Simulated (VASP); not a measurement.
TiO2, 9 atoms in the cell. It takes space group P3_121 (No. 152, trigonal). Conventional cell: a = 5.650 Å, b = 5.650 Å, c = 6.168 Å, α = 90.00°, β = 90.00°, γ = 120.00°. Ti (site symmetry 2) has 4 O at 1.82 to 1.83 Å within 2.4 Å. Within 2.4 Å of O (site symmetry 1) lie 2 Ti at 1.82 to 1.83 Å. 

- Program: VASP 6.6.1
- Task: single point
- Functional: BLYP
- Dispersion: D4
- Potentials or basis: VASP PAW PBE potentials, release 64 (Ti_sv, O)
- Cutoff: 520 eV
- k mesh: 6 × 6 × 5
- Occupations: fermi-dirac, width 0.05 eV
- Spin: no spin polarisation
- Dipole correction: no
- Further INCAR settings: ALGO = Normal; EDIFF = 1e-06; NBANDS = 46

Potentials or basis: VASP PAW PBE potentials, release 64 (Ti_sv, O).

The run is started by

```console
$ cat potpaw_PBE.64/Ti_sv/POTCAR potpaw_PBE.64/O/POTCAR > POTCAR
$ mpirun -np 1 vasp_std > vasp.out
```

Hardware: 1 thread of Intel Xeon 8259CL, on a shared host.

Task: How long does it take, and how much memory?

Result: It took 8.6 min on 1 thread of Intel Xeon 8259CL, on a shared host, peak memory 0.36 GiB. Counts: scf iterations 16, k points 27.
